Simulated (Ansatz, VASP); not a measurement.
Al in VASP and in Ansatz

```xyz
4
Lattice="2.7306 0.0000 0.0000 0.0000 5.6450 0.0000 0.0000 0.0000 6.9838" Properties=species:S:1:pos:R:3 pbc="T T T"
Al    0.0000    1.4931    0.0000
Al    0.0000    4.1519    0.0000
Al    0.0000    0.0000    4.8015
Al    0.0000    0.0000    2.1823
```

Alike in both runs: task relaxation of cell and atoms; functional PBE; k mesh 16 × 8 × 8; occupations gaussian, width 0.1 eV; no spin polarisation.

```csv
,VASP,Ansatz
version,VASP 6.6.1,Ansatz 0.2.0
potentials or method,"VASP PAW PBE potentials, release 64 (Al), cutoff 600 eV","scalar-relativistic, plane waves, PAW"
valence electrons in the cell,12,12
```

```tsv
	VASP	Ansatz	Ansatz less VASP
gap on the k mesh at the Fermi level, each at its own relaxed structure (eV)	none	none	-
relaxed volume (Å³/atom)	27.68	27.69	+0.009
relaxed cell length with the largest relative difference (Å)	6.388	6.399	+0.0110
```

A gap of «none» marks a metal or a gap that the smearing closes.
